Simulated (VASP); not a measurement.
The system is HfOs.

```
Hf Os
1.0
     3.26000    0.00000    0.00000
     0.00000    3.26000    0.00000
     0.00000    0.00000    3.26000
Hf Os
1 1
Direct
  0.00000 0.00000 0.00000
  0.50000 0.50000 0.50000
```

```yaml
Program: VASP 6.6.1
Task: relaxation of cell and atoms
Functional: LDA
Potentials_or_basis: VASP PAW LDA potentials, release 64 (Hf_pv, Os)
Cutoff: 600 eV
k_mesh: 7 × 7 × 7
Occupations: fermi-dirac, width 0.05 eV
Spin: no spin polarisation
```

At the start: pressure -12.5 GPa; volume 17.32 Å³/atom.

Where does the relaxation end?

Over 4 steps the energy falls by 37.3 meV/atom and the volume is 16.42 Å³/atom (-5.2 %); space group Pm-3m (No. 221, to 0.1 Å) before and after.

The path:
| step | energy change (eV) | largest force (eV/Å) | pressure (GPa) | volume (Å³) |
| --- | --- | --- | --- | --- |
| 1 | 0.0000 | 0.0000 | -12.53 | 34.65 |
| 2 | 0.5822 | 0.0000 | 52.69 | 28.29 |
| 3 | -0.0744 | 0.0000 | -0.83 | 32.93 |
| 4 | -0.0746 | 0.0000 | -0.14 | 32.84 |

Final structure:
```yaml
crystal:
  lattice:
    - [3.20244, 0.00000, 0.00000]
    - [0.00000, 3.20244, 0.00000]
    - [0.00000, 0.00000, 3.20244]
  atoms:
    - { symbol: Hf, position: [0.00000, 0.00000, 0.00000] }
    - { symbol: Os, position: [0.50000, 0.50000, 0.50000] }
```
